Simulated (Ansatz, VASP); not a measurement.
# One calculation of SiC, two programs

Contents of INCAR:

```
SYSTEM = SiC
  PREC = Accurate
  ENCUT = 520
  EDIFF = 1E-6
  ISMEAR = 0
  SIGMA = 0.02
  LREAL = .False.
  LASPH = .True.
  NELM = 100
  ALGO = Normal
  ISIF = 2
  LWAVE = .False.
  LCHARG = .False.
  GGA = PE
  IBRION = 2
  NSW = 60
  EDIFFG = -0.008
```

KPOINTS

```
regular mesh
0
Gamma
  12 12 6
  0 0 0
```

Contents of POSCAR:

```
SiC
1.0
    3.0919365174      0.0000000000      0.0000000000
   -1.5459682587      2.6776955709      0.0000000000
    0.1014858458      0.0000000000      5.0742922898
Si C
2 2
Direct
    0.3333333333      0.6666666667      0.4995817067
    0.6666666667      0.3333333333      0.9995817067
    0.3333333333      0.6666666667      0.8754182933
    0.6666666667      0.3333333333      0.3754182933
```

Input for Ansatz:

```yaml
crystal:
  lattice:
    - [3.0919365174, 0.0, 0.0]
    - [-1.5459682587, 2.6776955709, 0.0]
    - [0.1014858458, 0.0, 5.0742922898]
  atoms:
    - { symbol: Si, position: [0.3333333333, 0.6666666667, 0.4995817067] }
    - { symbol: Si, position: [0.6666666667, 0.3333333333, 0.9995817067] }
    - { symbol: C, position: [0.3333333333, 0.6666666667, 0.8754182933] }
    - { symbol: C, position: [0.6666666667, 0.3333333333, 0.3754182933] }
basis:
  ecutwfc: 420
kpoints:
  mp_grid: { grid: [12, 12, 6] }
hamiltonian:
  xc: pbe
scf:
  occupations: { method: gaussian, width: 0.02 }
output:
  forces: true
  stress: true
  eigenvalues: true
  write_density: true
  write_potential: true
  elf: true
  volumetric_format: npy
relax:
  adjacent_minimum: "off"
  f_tol: 0.008
  max_steps: 40
```

Change from the starting cell: shear of c along a, cell held, atoms relaxed: +2.0 %.

Alike in both runs: task relaxation of the atoms; functional PBE; k mesh 12 × 12 × 6; occupations gaussian, width 0.02 eV; no spin polarisation.

|  | VASP | Ansatz |
| --- | --- | --- |
| version | VASP 6.6.1 | Ansatz 0.2.0 |
| potentials or method | VASP PAW PBE potentials, release 64 (Si, C), cutoff 520 eV | scalar-relativistic, plane waves, PAW |
| valence electrons in the cell | 16 | 16 |

VASP gave:

* gap on the k mesh at the Fermi level, each at its own relaxed structure (eV): 2.26

**Question.** What did Ansatz give for the same quantities?

**Answer.** gap on the k mesh at the Fermi level, each at its own relaxed structure (eV): 2.27.

Ansatz's warnings: stress scf threshold loose.
